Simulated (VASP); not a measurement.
Write the native input for VASP 6.6.1 that does the following.

```yaml
Task: single point
Functional: PBEsol
Dispersion: D3(BJ)
Potentials_or_basis: VASP PAW PBE potentials, release 64 (Se)
Cutoff: 520 eV
k_mesh: 12 × 12 × 8
Occupations: gaussian, width 0.03 eV
Spin: no spin polarisation
Dipole_correction: no
Further_INCAR_settings: ALGO = Normal; EDIFF = 1e-06; NBANDS = 16
```

The structure of Se lies in POSCAR:

```
Se
1.0
    4.0753478870      0.0000000000      0.0000000000
   -2.0376739435      3.5293547994      0.0000000000
    0.0000000000      0.0000000000      4.6719788176
Se
3
Direct
    0.2396386035      0.0000000000      0.3333333333
    0.0000000000      0.2396386035      0.6666666667
    0.7603613965      0.7603613965      0.0000000000
```

This cell differs from its parent crystal: atoms shifted along a free coordinate, c/a of the conventional cell at fixed volume 1.1464.

One way to write it, as run:

INCAR

```
SYSTEM = Se
PREC = Accurate
ENCUT = 520
EDIFF = 1E-6
ISMEAR = 0
SIGMA = 0.03
LREAL = .FALSE.
LASPH = .TRUE.
NELM = 80
ALGO = Normal
ISIF = 2
LWAVE = .FALSE.
LCHARG = .FALSE.
GGA = PS
IVDW = 12
NBANDS = 16
```

KPOINTS

```
Automatic mesh
0
G
  12 12 8
  0 0 0
```

Potentials or basis: VASP PAW PBE potentials, release 64 (Se).

The run is started by

```bash
$ cat potpaw_PBE.64/Se/POTCAR > POTCAR
$ mpirun -np 1 vasp_std > vasp.out
```

Results of the run:

| Item | Value |
| --- | --- |
| Pressure | 9.3 GPa |
| Largest force | 1.499 eV/Å |
| Band gap on the k mesh | 0.49 eV (least direct gap 1.41 eV) |
| Dispersion energy per atom | -0.337 eV |

Caveat: the stress differs along the axes, from 7 to 15 GPa; semilocal functionals underestimate gaps, and a narrow one can read as zero; the PAW data sets were made with another functional, which shifts forces and pressure a little.

It took 75 s on 1 thread of Oxide Virtual Turin-like Processor (shared host), peak memory 0.22 GiB.
